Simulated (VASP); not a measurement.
Here is a VASP 6.6.1 calculation.

The input INCAR:

```
SYSTEM = LaPt3
PREC = Accurate
ENCUT = 520
EDIFF = 1E-7
ISMEAR = 1
SIGMA = 0.05
LREAL = .FALSE.
LASPH = .TRUE.
NELM = 100
ALGO = Normal
ISIF = 2
LWAVE = .FALSE.
LCHARG = .FALSE.
GGA = PS
NBANDS = 28
```

KPOINTS

```
Automatic mesh
0
G
  6 6 6
  0 0 0
```

POSCAR

```
LaPt3
1.0
    4.1648849938      0.0000000000      0.0000000000
    0.0000000000      4.1648849938      0.0000000000
    0.0000000000      0.0000000000      4.1648849938
La Pt
1 3
Direct
    0.0000000000      0.0000000000      0.0000000000
    0.0000000000      0.5000000000      0.5000000000
    0.5000000000      0.0000000000      0.5000000000
    0.5000000000      0.5000000000      0.0000000000
```

Potentials or basis: VASP PAW PBE potentials, release 64 (La, Pt).

Command:

```bash
$ cat potpaw_PBE.64/La/POTCAR potpaw_PBE.64/Pt/POTCAR > POTCAR
$ mpirun -np 1 vasp_std > vasp.out
```

(1) What does it give for the pressure?

## Answers

(1) -0.2 GPa.

Caveat: the PAW data sets were made with another functional, which shifts forces and pressure a little.
